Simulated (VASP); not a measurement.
# PbI2 (P-3m1) in VASP: further runs

The runs below take PbI2 through single point, with r2SCAN.

Program: VASP 6.6.1. These are calculated values, not measurements. Logs are shortened: lines on timing, memory, paths and dates and some standing lists are left out, and cuts for length are marked.

## Step 1: The cell of the first run

The structure is trigonal, space group P-3m1 (No. 164). The conventional cell has a = 4.683 Å, b = 4.683 Å, c = 6.600 Å, α = 90.00°, β = 90.00°, γ = 120.00°. Pb (site symmetry -3m) has 6 I at 3.22 Å within 4.2 Å. I (site symmetry 3m) has 3 Pb at 3.22 Å and 3 I at 4.11 Å within 4.2 Å.

## Step 2: Single point, r2SCAN

POSCAR

```
PbI2
1.0
    4.6833787650      0.0000000000      0.0000000000
   -2.3416893825      4.0559249860      0.0000000000
    0.0000000000      0.0000000000      6.5997468066
Pb I
1 2
Direct
    0.0000000000      0.0000000000      0.0000000000
    0.3333333333      0.6666666667      0.2650000000
    0.6666666667      0.3333333333      0.7350000000
```

INCAR.step1

```
PREC = Accurate ; ENCUT = 550
ISMEAR = 0 ; SIGMA = 0.05
LREAL = F ; LASPH = T
NELM = 120 ; NBANDS = 21
GGA = PE ; ALGO = Normal
EDIFF = 1E-5 ; LWAVE = T
LCHARG = F ; GGA_COMPAT = F
```

INCAR.step2

```
PREC = Accurate ; ENCUT = 550
EDIFF = 1E-6 ; ISMEAR = 0
SIGMA = 0.05 ; LREAL = F
LASPH = T ; NELM = 120
ALGO = Normal ; ISIF = 2
LWAVE = F ; LCHARG = T
METAGGA = R2SCAN ; LMIXTAU = T
LELF = T ; LVHAR = T
NBANDS = 21 ; ISTART = 1
GGA_COMPAT = F
```

KPOINTS

```
regular mesh
0
Gamma
  6 6 4
```

Potentials or basis: VASP PAW PBE potentials, release 64 (Pb_d, I).

On the command line:

```sh
$ cat potpaw_PBE.64/Pb_d/POTCAR potpaw_PBE.64/I/POTCAR > POTCAR
$ cp INCAR.step1 INCAR
$ mpirun -np 1 vasp_std > vasp.out
$ cp INCAR.step2 INCAR
$ mpirun -np 1 vasp_std > vasp.out
```

OUTCAR:

```text
PREC = Accurate
   ENCUT = 550
   EDIFF = 1E-6
   ISMEAR = 0
   LREAL = F
   LASPH = T
   NELM = 120
   ISIF = 2
   METAGGA = R2SCAN
   ISTART = 1

 ion  position               nearest neighbor table
   1  0.000  0.000  0.000-   2 3.22   3 3.22   2 3.22   3 3.22   3 3.22   2 3.22
   2  0.333  0.667  0.265-   1 3.22   1 3.22   1 3.22
   3  0.667  0.333  0.735-   1 3.22   1 3.22   1 3.22

  LATTYP: Found a hexagonal cell.
 ALAT       =     4.6833787650
 C/A-ratio  =     1.4091849363

  Lattice vectors:

 A1 = (   4.6833787650,   0.0000000000,   0.0000000000)
 A2 = (  -2.3416893825,   4.0559249860,   0.0000000000)
 A3 = (   0.0000000000,   0.0000000000,   6.5997468066)

Analysis of symmetry for initial positions (statically):
=====================================================================
 Subroutine PRICEL returns:
 Original cell was already a primitive cell.

 Routine SETGRP: Setting up the symmetry group for a
 hexagonal supercell.

 Subroutine GETGRP returns: Found 12 space group operations
 (whereof 12 operations were pure point group operations)
 out of a pool of 24 trial point group operations.

The static configuration has the point symmetry D_3d.

Analysis of symmetry for dynamics (positions and initial velocities):
=====================================================================
 Subroutine PRICEL returns:
 Original cell was already a primitive cell.

 Routine SETGRP: Setting up the symmetry group for a
 hexagonal supercell.

 Subroutine GETGRP returns: Found 12 space group operations
 (whereof 12 operations were pure point group operations)
 out of a pool of 24 trial point group operations.

The dynamic configuration has the point symmetry D_3d.

 Subroutine INISYM returns: Found 12 space group operations
 (whereof 12 operations are pure point group operations),
 and found     1 'primitive' translations

----------------------------------------------------------------------------------------

                                     Primitive cell

  volume of cell :     125.3650

  direct lattice vectors                    reciprocal lattice vectors
     4.683378765  0.000000000  0.000000000     0.213521060  0.123276442  0.000000000
    -2.341689382  4.055924986  0.000000000     0.000000000  0.246552883  0.000000000
     0.000000000  0.000000000  6.599746807     0.000000000  0.000000000  0.151520964

  length of vectors
     4.683378765  4.683378765  6.599746807     0.246552883  0.246552883  0.151520964

  position of ions in fractional coordinates (direct lattice)
     0.000000000  0.000000000  0.000000000
     0.333333333  0.666666667  0.265000000
     0.666666667  0.333333333  0.735000000

  ion indices of the primitive-cell ions
   primitive index   ion index
                 1           1
                 2           2
                 3           3

----------------------------------------------------------------------------------------

 KPOINTS: regular mesh

Automatic generation of k-mesh.
 Grid dimensions read from file:
 generate k-points for:    6    6    4

 Generating k-lattice:

  Cartesian coordinates                     Fractional coordinates (reciprocal lattice)
     0.035586843  0.020546074  0.000000000     0.166666667  0.000000000  0.000000000
     0.000000000  0.041092147  0.000000000     0.000000000  0.166666667  0.000000000
     0.000000000  0.000000000  0.037880241     0.000000000  0.000000000  0.250000000

  Length of vectors
     0.041092147  0.041092147  0.037880241

  Shift w.r.t. Gamma in fractional coordinates (k-lattice)
     0.000000000  0.000000000  0.000000000

 Subroutine IBZKPT returns following result:
 ===========================================

 Found     24 irreducible k-points:

 Following reciprocal coordinates:
            Coordinates               Weight
  0.000000  0.000000  0.000000      1.000000
  0.166667  0.000000  0.000000      6.000000
  0.333333  0.000000  0.000000      6.000000
  0.500000  0.000000  0.000000      3.000000
  0.166667  0.166667  0.000000      6.000000
  0.333333  0.166667  0.000000     12.000000
[... 16 lines left out ...]
  0.333333  0.166667  0.500000     12.000000
  0.333333  0.333333  0.500000      2.000000
   k-points           NKPTS =     24   k-points in BZ     NKDIM =     24   number of bands    NBANDS=     21
   number of dos      NEDOS =    301   number of ions     NIONS =      3
   total plane-waves  NPLWV =  64800
   dimension x,y,z NGX =    36 NGY =   36 NGZ =   50
   dimension x,y,z NGXF=    72 NGYF=   72 NGZF=  100
   ions per type =               1   2
   NGX,Y,Z   is equivalent  to a cutoff of  12.78, 12.78, 12.59 a.u.
   NGXF,Y,Z  is equivalent  to a cutoff of  25.56, 25.56, 25.19 a.u.
 SYSTEM =  unknown system
   PREC   = accura    normal or accurate (medium, high low for compatibility)
   ISTART =      1    job   : 0-new  1-cont  2-samecut
   ICHARG =      0    charge: 1-file 2-atom 10-const
   ISPIN  =      1    spin polarized calculation?
[... 38 lines left out ...]
  energy-cutoff  :      550.00
  volume of cell :      125.37
 maximum number of plane-waves:      3700
   NGX = 17   NGY = 17   NGZ = 25

 number of electron      27.9999997 magnetization

 Free energy of the ion-electron system (eV)
  ---------------------------------------------------
  ext. energy  EPLUGINS =         0.00000000
  ---------------------------------------------------
  free energy    TOTEN  =      -107.63512476 eV

  energy without entropy =     -107.63512476  energy(sigma->0) =     -107.63512476

 E-fermi :   2.6942     XC(G=0):  -8.5733

 val. band max:        2.4723193641   @ k =   0.3333   0.3333   0.5000
 cond. band min:       4.8138877845   @ k =   0.0000   0.0000   0.5000
 fundamental gap:      2.3415684204
 Fermi energy:         2.6942319848

 k-point     1 :       0.0000    0.0000    0.0000
  band No.  band energies     occupation
      1     -14.2673      2.00000
      2     -14.2673      2.00000
      3     -14.2585      2.00000
      4     -14.2406      2.00000
      5     -14.2406      2.00000
      6     -10.1899      2.00000
[... 13 lines left out ...]
     20      10.7562      0.00000
     21      10.7563      0.00000

 k-point     2 :       0.1667    0.0000    0.0000
  band No.  band energies     occupation
      1     -14.2782      2.00000
      2     -14.2663      2.00000
      3     -14.2560      2.00000
      4     -14.2411      2.00000
      5     -14.2380      2.00000
      6     -10.0659      2.00000
[... 13 lines left out ...]
     20      10.3522      0.00000
     21      10.7293      0.00000

 k-point     3 :       0.3333    0.0000    0.0000
  band No.  band energies     occupation
      1     -14.2999      2.00000
      2     -14.2655      2.00000
      3     -14.2523      2.00000
      4     -14.2408      2.00000
      5     -14.2314      2.00000
      6      -9.7568      2.00000
[... 13 lines left out ...]
     20      11.3401      0.00000
     21      11.3792      0.00000

 k-point     4 :       0.5000    0.0000    0.0000
  band No.  band energies     occupation
      1     -14.3106      2.00000
      2     -14.2656      2.00000
      3     -14.2515      2.00000
      4     -14.2396      2.00000
      5     -14.2277      2.00000
      6      -9.5226      2.00000
[... 13 lines left out ...]
     20      11.7024      0.00000
     21      12.4195      0.00000

 k-point     5 :       0.1667    0.1667    0.0000
  band No.  band energies     occupation
      1     -14.2911      2.00000
      2     -14.2688      2.00000
      3     -14.2524      2.00000
      4     -14.2414      2.00000
      5     -14.2337      2.00000
      6      -9.8466      2.00000
[... 13 lines left out ...]
     20      10.9474      0.00000
     21      11.5378      0.00000
[... 382 lines left out ...]
     20      11.4067      0.00000
     21      11.5942      0.00000

 k-point    22 :       0.1667    0.1667    0.5000
  band No.  band energies     occupation
      1     -14.2916      2.00000
      2     -14.2689      2.00000
      3     -14.2523      2.00000
      4     -14.2414      2.00000
      5     -14.2337      2.00000
      6      -9.6706      2.00000
[... 13 lines left out ...]
     20      10.7062      0.00000
     21      10.8720      0.00000

 k-point    23 :       0.3333    0.1667    0.5000
  band No.  band energies     occupation
      1     -14.3029      2.00000
      2     -14.2729      2.00000
      3     -14.2496      2.00000
      4     -14.2397      2.00000
      5     -14.2307      2.00000
      6      -9.4389      2.00000
[... 13 lines left out ...]
     20      10.9115      0.00000
     21      11.1288      0.00000

 k-point    24 :       0.3333    0.3333    0.5000
  band No.  band energies     occupation
      1     -14.2900      2.00000
      2     -14.2900      2.00000
      3     -14.2472      2.00000
      4     -14.2357      2.00000
      5     -14.2357      2.00000
      6      -9.3260      2.00000
[... 13 lines left out ...]
     20      10.4559      0.00000
     21      11.0627      0.00000

------------------------ aborting loop because EDIFF is reached ----------------------------------------

  FORCE on cell =-STRESS in cart. coord.  units (eV):
  Direction    XX          YY          ZZ          XY          YZ          ZX
  --------------------------------------------------------------------------------------
  -------------------------------------------------------------------------------------
  Total        0.7080683      0.7080683      1.5374257     -0.0000000      0.0000000      0.0000000
  in kB        9.0491811      9.0491811     19.6484473     -0.0000000      0.0000000      0.0000000
  external PRESSURE =      12.5822698 kB  Pullay stress =       0.0000000 kB

 VOLUME and BASIS-vectors are now :
 -----------------------------------------------------------------------------
  energy-cutoff  :      550.00
  volume of cell :      125.37
      direct lattice vectors                 reciprocal lattice vectors
     4.683378765  0.000000000  0.000000000     0.213521060  0.123276442  0.000000000
    -2.341689382  4.055924986  0.000000000     0.000000000  0.246552883  0.000000000
     0.000000000  0.000000000  6.599746807     0.000000000  0.000000000  0.151520964

 POSITION                                       TOTAL-FORCE (eV/Angst)
 -----------------------------------------------------------------------------------
      0.00000      0.00000      0.00000         0.000000      0.000000      0.000000
     -0.00000      2.70395      1.74893         0.000000      0.000000      0.157202
      2.34169      1.35197      4.85081        -0.000000      0.000000     -0.157202
 -----------------------------------------------------------------------------------
    total drift:                               -0.000000     -0.000000      0.000000

  FREE ENERGIE OF THE ION-ELECTRON SYSTEM (eV)
  ---------------------------------------------------
  free  energy   TOTEN  =      -107.6351247626 eV

  energy  without entropy=     -107.6351247626  energy(sigma->0) =     -107.63512476
```

Run time: 2.2 min. Hardware: 1 thread of Intel Xeon 6975P-C (Granite Rapids), shared host; peak memory 0.29 GiB.

What came out:

```
Free energy            : -107.6351 eV
Pressure               : 1.3 GPa
Largest force          : 0.157 eV/Å
Band gap on the k mesh : 2.34 eV (least direct gap 2.50 eV)
```

Forces on the atoms (eV/Å):
```
Pb   0.000  0.000  0.000
I    0.000  0.000  0.157
I    0.000  0.000 -0.157
```

Stress tensor (GPa, compression positive):
```
0.90 0.00 0.00
0.00 0.90 0.00
0.00 0.00 1.96
```

Levels at points of the mesh, in eV from the valence-band top:
| k point | band 10 | band 11 | band 12 | band 13 | band 14 | band 15 | band 16 | band 17 | band 18 | band 19 |
| --- | --- | --- | --- | --- | --- | --- | --- | --- | --- | --- |
| (0.00, 0.00, 0.00) | -1.27 | -1.27 | -1.23 | -1.23 | -0.50 | 2.53 | 3.54 | 3.54 | 6.86 | 8.09 |
| (0.50, 0.00, 0.00) | -2.41 | -2.41 | -1.58 | -0.86 | -0.39 | 3.18 | 4.03 | 5.39 | 5.45 | 8.35 |
| (0.00, 0.00, 0.50) | -1.45 | -1.45 | -0.99 | -0.99 | -0.16 | 2.34 | 3.26 | 3.26 | 6.96 | 7.47 |
| (0.50, 0.00, 0.50) | -2.12 | -1.60 | -1.50 | -1.35 | -0.44 | 3.61 | 4.31 | 4.61 | 6.51 | 8.11 |

Caveat: the PAW data sets were made with another functional, which shifts forces and pressure a little; spin-orbit coupling is left out, which moves the levels of the heavy elements. A k mesh can miss the band edges.

## Step 3: Single point, r2SCAN

This run uses another cell than the first one, of the same volume but with other edges.

POSCAR

```
PbI2
1.0
    4.4125637873      0.0000000000      0.0000000000
   -2.2062818936      3.8213923356      0.0000000000
    0.0000000000      0.0000000000      7.4347068059
Pb I
1 2
Direct
    0.0000000000      0.0000000000      0.0000000000
    0.3333333333      0.6666666667      0.2650000000
    0.6666666667      0.3333333333      0.7350000000
```

INCAR.step1

```
SYSTEM = PbI2
PREC = Accurate
ENCUT = 550
ISMEAR = 0
SIGMA = 0.05
LREAL = .FALSE.
LASPH = .TRUE.
NELM = 120
NBANDS = 21
GGA = PE
ALGO = Normal
EDIFF = 1E-5
LWAVE = .TRUE.
LCHARG = .FALSE.
GGA_COMPAT = .FALSE.
```

INCAR.step2

```
SYSTEM = PbI2
PREC = Accurate
ENCUT = 550
EDIFF = 1E-6
ISMEAR = 0
SIGMA = 0.05
LREAL = .FALSE.
LASPH = .TRUE.
NELM = 120
ALGO = Normal
ISIF = 2
LWAVE = .FALSE.
LCHARG = .TRUE.
METAGGA = R2SCAN
LMIXTAU = .TRUE.
LELF = .TRUE.
LVHAR = .TRUE.
NBANDS = 21
ISTART = 1
GGA_COMPAT = .FALSE.
```

KPOINTS

```
regular mesh
0
G
  6 6 4
  0 0 0
```

Potentials or basis: VASP PAW PBE potentials, release 64 (Pb_d, I).

On the command line:

```sh
$ cat potpaw_PBE.64/Pb_d/POTCAR potpaw_PBE.64/I/POTCAR > POTCAR
$ cp INCAR.step1 INCAR
$ mpirun -np 1 vasp_std > vasp.out
$ cp INCAR.step2 INCAR
$ mpirun -np 1 vasp_std > vasp.out
```

It took 2.2 min on 1 thread of Intel Xeon 6975P-C (Granite Rapids), shared host; peak memory 0.32 GiB.

It converged, with:

| Quantity | Value |
| --- | --- |
| Free energy | -107.6350 eV |
| Pressure | 1.2 GPa |
| Largest force | 0.012 eV/Å |
| Band gap on the k mesh | 2.80 eV |

Forces on the atoms (eV/Å):
```
Pb   0.000  0.000  0.000
I    0.000  0.000  0.012
I    0.000  0.000 -0.012
```

Stress tensor (GPa, compression positive):
```
1.64 0.00 0.00
0.00 1.64 0.00
0.00 0.00 0.35
```

Levels at points of the mesh, in eV from the valence-band top:
| k point | band 10 | band 11 | band 12 | band 13 | band 14 | band 15 | band 16 | band 17 | band 18 | band 19 |
| --- | --- | --- | --- | --- | --- | --- | --- | --- | --- | --- |
| (0.00, 0.00, 0.00) | -1.09 | -1.02 | -1.02 | -0.89 | -0.89 | 3.04 | 3.71 | 3.71 | 6.93 | 7.37 |
| (0.50, 0.00, 0.00) | -2.71 | -2.07 | -1.87 | -0.96 | -0.62 | 3.11 | 3.86 | 4.46 | 5.32 | 8.34 |
| (0.00, 0.00, 0.50) | -1.12 | -1.12 | -0.77 | -0.77 | 0.00 | 2.80 | 3.59 | 3.59 | 6.71 | 8.03 |
| (0.50, 0.00, 0.50) | -2.15 | -1.91 | -1.46 | -1.22 | -1.16 | 3.17 | 3.86 | 4.20 | 5.81 | 7.68 |

Caveat: the PAW data sets were made with another functional, which shifts forces and pressure a little; spin-orbit coupling is left out, which moves the levels of the heavy elements.

## Step 4: Single point, r2SCAN

This run uses another cell than the first one, of the same volume but with other edges.

POSCAR

```
PbI2
1.0
    4.6174068962      0.0000000000      0.0000000000
   -2.3087034481      3.9987916717      0.0000000000
    0.0000000000      0.0000000000      6.7896837317
Pb I
1 2
Direct
    0.0000000000      0.0000000000      0.0000000000
    0.3333333333      0.6666666667      0.2650000000
    0.6666666667      0.3333333333      0.7350000000
```

INCAR.step1

```
SYSTEM = PbI2
  PREC = Accurate
  ENCUT = 550
  ISMEAR = 0
  SIGMA = 0.05
  LREAL = .FALSE.
  LASPH = .TRUE.
  NELM = 120
  NBANDS = 21
  GGA = PE
  ALGO = Normal
  EDIFF = 1E-5
  LWAVE = .TRUE.
  LCHARG = .FALSE.
  GGA_COMPAT = .FALSE.
```

INCAR.step2

```
SYSTEM = PbI2
  PREC = Accurate
  ENCUT = 550
  EDIFF = 1E-6
  ISMEAR = 0
  SIGMA = 0.05
  LREAL = .FALSE.
  LASPH = .TRUE.
  NELM = 120
  ALGO = Normal
  ISIF = 2
  LWAVE = .FALSE.
  LCHARG = .FALSE.
  METAGGA = R2SCAN
  LMIXTAU = .TRUE.
  NBANDS = 21
  ISTART = 1
  GGA_COMPAT = .FALSE.
```

KPOINTS is that of step 3.

On the command line:

```sh
$ cat potpaw_PBE.64/Pb_d/POTCAR potpaw_PBE.64/I/POTCAR > POTCAR
$ cp INCAR.step1 INCAR
$ mpirun -np 1 vasp_std > vasp.out
$ cp INCAR.step2 INCAR
$ mpirun -np 1 vasp_std > vasp.out
```

Wall time 2.1 min (1 thread of Intel Xeon 6975P-C (Granite Rapids), shared host); peak memory 0.3 GiB.

Results (log left out):

| Property | Result |
| --- | --- |
| Free energy | -107.6539 eV |
| Pressure | 1.3 GPa |
| Largest force | 0.149 eV/Å |
| Band gap on the k mesh | 2.51 eV (least direct gap 2.55 eV) |

Forces in eV/Å, atoms in the order of the input:
```
Pb   0.000  0.000  0.000
I    0.000  0.000  0.149
I    0.000  0.000 -0.149
```

Stress tensor (GPa, compression positive):
```
1.08 0.00 0.00
0.00 1.08 0.00
0.00 0.00 1.70
```

Levels at points of the mesh, in eV from the valence-band top:
```csv
k point,band 10,band 11,band 12,band 13,band 14,band 15,band 16,band 17,band 18,band 19
"(0.00, 0.00, 0.00)",-1.15,-1.15,-1.08,-1.08,-0.58,2.71,3.64,3.64,6.95,8.20
"(0.50, 0.00, 0.00)",-2.42,-2.26,-1.57,-0.82,-0.36,3.26,4.07,5.35,5.45,8.51
"(0.00, 0.00, 0.50)",-1.31,-1.31,-0.87,-0.87,-0.04,2.51,3.41,3.41,6.95,7.68
"(0.50, 0.00, 0.50)",-2.01,-1.66,-1.41,-1.25,-0.54,3.67,4.22,4.60,6.38,8.09
```

Caveat: the PAW data sets were made with another functional, which shifts forces and pressure a little; spin-orbit coupling is left out, which moves the levels of the heavy elements. A k mesh can miss the band edges.

## Step 5: Overview

| cell | gap on the mesh (eV) | pressure (GPa) | largest force (eV/Å) |
| --- | --- | --- | --- |
| a = 4.683, b = 4.683, c = 6.600 Å, angles 90.0, 90.0, 120.0°, 3 atoms | 2.34 | 1.3 | 0.16 |
| a = 4.413, b = 4.413, c = 7.435 Å, angles 90.0, 90.0, 120.0°, 3 atoms | 2.80 | 1.2 | 0.01 |
| a = 4.617, b = 4.617, c = 6.790 Å, angles 90.0, 90.0, 120.0°, 3 atoms | 2.51 | 1.3 | 0.15 |

Alike in all rows: task single point; level r2SCAN; potentials or basis VASP PAW PBE potentials, release 64 (Pb_d, I); no spin polarisation; k mesh 6 × 6 × 4; cutoff (eV) 550; smearing gaussian 0.05 eV.

Caveats: the PAW data sets were made with another functional, which shifts forces and pressure a little; spin-orbit coupling is left out, which moves the levels of the heavy elements.

Total energies depend on the potentials used, so only differences within one code and one set of settings carry meaning.
